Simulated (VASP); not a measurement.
# Sb (P6_3/mmc) in VASP: further runs, part 2 of 2

VASP 6.6.1. Earlier steps stand in the parts before.

## Step 3: Single point, LDA (volume scaled by 1.08)

File INCAR:

```
ALGO     = Normal         # electronic algorithm
EDIFF    = 1E-6           # SCF threshold, eV
ENCUT    = 520            # plane-wave cutoff, eV
GGA      = CA             # functional
ISIF     = 2              # what is computed and relaxed
ISMEAR   = -1             # smearing method
LASPH    = T              # aspherical terms in the spheres
LCHARG   = F              # write CHGCAR
LREAL    = F              # projectors in reciprocal space
LWAVE    = F              # write WAVECAR
NBANDS   = 12             # bands
NELM     = 80             # most SCF steps
PREC     = Accurate       # precision mode
SIGMA    = 0.1            # smearing width, eV
```

File KPOINTS:

```
k-points
0
Gamma
  12 12 7
```

File POSCAR:

```
Sb
1.0
    3.3813809417      0.0000000000      0.0000000000
   -1.6906904709      2.9283617954      0.0000000000
    0.0000000000      0.0000000000      5.5905144470
Sb
2
Direct
    0.3333333333      0.6666666667      0.2500000000
    0.6666666667      0.3333333333      0.7500000000
```

Potentials or basis: VASP PAW LDA potentials, release 64 (Sb).

Run with:

```
> cat potpaw_LDA.64/Sb/POTCAR > POTCAR
> mpirun -np 1 vasp_std > vasp.out
```

OUTCAR:

```text
EDIFF = 1E-6
   ENCUT = 520
   GGA = CA
   ISIF = 2
   ISMEAR = -1
   LASPH = T
   LREAL = F
   NELM = 80
   PREC = Accurate

 ion  position               nearest neighbor table
   1  0.333  0.667  0.250-   2 3.41   2 3.41   2 3.41   2 3.41   2 3.41   2 3.41
   2  0.667  0.333  0.750-   1 3.41   1 3.41   1 3.41   1 3.41   1 3.41   1 3.41

  LATTYP: Found a hexagonal cell.
 ALAT       =     3.3813809417
 C/A-ratio  =     1.6533228712

  Lattice vectors:

 A1 = (   3.3813809417,   0.0000000000,   0.0000000000)
 A2 = (  -1.6906904709,   2.9283617954,   0.0000000000)
 A3 = (   0.0000000000,   0.0000000000,   5.5905144470)

Analysis of symmetry for initial positions (statically):
=====================================================================
 Subroutine PRICEL returns:
 Original cell was already a primitive cell.

 Routine SETGRP: Setting up the symmetry group for a
 hexagonal supercell.

 Subroutine GETGRP returns: Found 24 space group operations
 (whereof 12 operations were pure point group operations)
 out of a pool of 24 trial point group operations.

The static configuration has the point symmetry D_3d.
 The point group associated with its full space group is D_6h.

Analysis of symmetry for dynamics (positions and initial velocities):
=====================================================================
 Subroutine PRICEL returns:
 Original cell was already a primitive cell.

 Routine SETGRP: Setting up the symmetry group for a
 hexagonal supercell.

 Subroutine GETGRP returns: Found 24 space group operations
 (whereof 12 operations were pure point group operations)
 out of a pool of 24 trial point group operations.

The dynamic configuration has the point symmetry D_3d.
 The point group associated with its full space group is D_6h.

 Subroutine INISYM returns: Found 24 space group operations
 (whereof 12 operations are pure point group operations),
 and found     1 'primitive' translations

[... 115 lines left out ...]
  volume/ion in A,a.u.               =      27.68       186.78
  Fermi-wavevector in a.u.,A,eV,Ry     =   0.925446  1.748840 11.652725  0.856451
  Thomas-Fermi vector in A             =   2.051302
   LORBIT       =      0    0 simple, 1 ext, 2 COOP (PROOUT), +10 PAW based schemes
   GGA     = CA    functional components
   LHFCALC =     F    Hartree Fock is set to
   AEXX    =    0.0000 exact exchange contribution
   IVDW    =     0    specifies the selected vdW correction
   LEPSILON=     F    determine dielectric tensor
   LRPA    =     F    only Hartree local field effects (RPA)
 non-spin polarized calculation
  energy-cutoff  :      520.00
  volume of cell :       55.36
 maximum number of plane-waves:      1521
 NGX is ok and might be reduce to    28
   NGX = 13   NGY = 13   NGZ = 21

 number of electron      10.0000001 magnetization

 Free energy of the ion-electron system (eV)
  ---------------------------------------------------
  ext. energy  EPLUGINS =         0.00000000
  ---------------------------------------------------
  free energy    TOTEN  =        -9.10573278 eV

  energy without entropy =       -9.05801177  energy(sigma->0) =       -9.08187228

 E-fermi :   8.0525     XC(G=0): -10.2535

 val. band max:        8.0139315228   @ k =   0.4167   0.1667   0.0000
 cond. band min:       8.0718757574   @ k =   0.0000   0.0000   0.4286
 fundamental gap:      0.0579442346
 Fermi energy:         8.0524693799

 k-point     1 :       0.0000    0.0000    0.0000
  band No.  band energies     occupation
      1      -4.6814      2.00000
      2      -1.2212      2.00000
      3       2.4120      2.00000
      4      11.5637      0.00000
      5      11.5637      0.00000
      6      12.9733      0.00000
      7      13.0585      0.00000
      8      13.0585      0.00000
      9      15.7389      0.00000
     10      16.9259      0.00000
     11      17.7537      0.00000
     12      17.7537      0.00000
[... 331 lines left out ...]
 k-point    24 :       0.3333    0.0000    0.1429
  band No.  band energies     occupation
      1      -2.7276      2.00000
      2      -0.1098      2.00000
      3       4.1831      2.00000
      4       5.3009      2.00000
      5       6.9216      1.99998
      6       9.0856      0.00007
      7      10.4233      0.00000
      8      11.6755      0.00000
      9      13.2501      0.00000
     10      15.0006      0.00000
     11      16.4033      0.00000
     12      17.7446      0.00000

 [... further k-points ...]
[... 5 lines left out ...]
  --------------------------------------------------------------------------------------
  -------------------------------------------------------------------------------------
  Total       -1.4760030     -1.4760030     -1.5218126      0.0000000      0.0000000      0.0000000
  in kB      -42.7196042    -42.7196042    -44.0454606      0.0000000      0.0000000      0.0000000
  external PRESSURE =     -43.1615563 kB  Pullay stress =       0.0000000 kB

 VOLUME and BASIS-vectors are now :
 -----------------------------------------------------------------------------
  energy-cutoff  :      520.00
  volume of cell :       55.36
      direct lattice vectors                 reciprocal lattice vectors
     3.381380942  0.000000000  0.000000000     0.295737161  0.170743930  0.000000000
    -1.690690471  2.928361795  0.000000000     0.000000000  0.341487859  0.000000000
     0.000000000  0.000000000  5.590514447     0.000000000  0.000000000  0.178874415

 POSITION                                       TOTAL-FORCE (eV/Angst)
 -----------------------------------------------------------------------------------
     -0.00000      1.95224      1.39763        -0.000000      0.000000      0.000000
      1.69069      0.97612      4.19289         0.000000     -0.000000      0.000000
 -----------------------------------------------------------------------------------
    total drift:                                0.000000     -0.000000      0.000000

  FREE ENERGIE OF THE ION-ELECTRON SYSTEM (eV)
  ---------------------------------------------------
  free  energy   TOTEN  =        -9.1057327770 eV

  energy  without entropy=       -9.0580117746  energy(sigma->0) =       -9.08187228
```

OSZICAR:

```text
N       E                     dE             d eps       ncg     rms          rms(c)
DAV:   1     0.354309250335E+02    0.35431E+02   -0.35834E+03  1824   0.660E+02
DAV:   2    -0.717622901347E+01   -0.42607E+02   -0.41368E+02  2676   0.109E+02
DAV:   3    -0.910548518006E+01   -0.19293E+01   -0.19013E+01  2276   0.262E+01
DAV:   4    -0.912119090365E+01   -0.15706E-01   -0.15700E-01  2116   0.288E+00
DAV:   5    -0.912136317255E+01   -0.17227E-03   -0.17227E-03  2144   0.330E-01    0.240E+00
DAV:   6    -0.911098004419E+01    0.10383E-01   -0.49195E-03  2028   0.311E-01    0.136E+00
DAV:   7    -0.910575444883E+01    0.52256E-02   -0.85352E-03  1896   0.411E-01    0.339E-02
DAV:   8    -0.910573247126E+01    0.21978E-04   -0.10303E-04  2228   0.715E-02    0.145E-02
DAV:   9    -0.910573277703E+01   -0.30577E-06   -0.16569E-06  1780   0.103E-02
   1 F= -.91057328E+01 E0= -.90818723E+01  d E =-.477210E-01
```

stdout:

```text
POSCAR found type information on POSCAR Sb
 POSCAR found :  1 types and       2 ions
 scaLAPACK will be used
 LDA part: xc-table for (Slater(with rela. corr.)+CA(PZ))
 , standard interpolation
 POSCAR, INCAR and KPOINTS ok, starting setup
 FFT: planning ... GRIDC
 FFT: planning ... GRID_SOFT
 FFT: planning ... GRID
 WAVECAR not read
 entering main loop
```

Run time: 13 s. Hardware: 1 thread of Intel Xeon 6975P-C (Granite Rapids), shared host; peak memory 0.17 GiB.

Results:

```yaml
Free_energy: -9.1057 eV
Pressure: -4.3 GPa
Band_gap_on_the_k_mesh: zero (band 5 reaches 12.13 eV, above the bottom of band 6 at 5.27 eV)
```

Levels at points of the mesh, in eV from the Fermi level:
| k point | band 1 | band 2 | band 3 | band 4 | band 5 | band 6 | band 7 | band 8 | band 9 | band 10 |
| --- | --- | --- | --- | --- | --- | --- | --- | --- | --- | --- |
| (0.00, 0.00, 0.00) | -12.73 | -9.27 | -5.64 | 3.51 | 3.51 | 4.92 | 5.01 | 5.01 | 7.69 | 8.87 |
| (0.50, 0.00, 0.00) | -9.30 | -8.05 | -4.35 | -3.10 | -2.17 | -0.07 | 0.44 | 3.43 | 4.56 | 7.34 |

Caveat: spin-orbit coupling is left out, which moves the levels of the heavy elements.
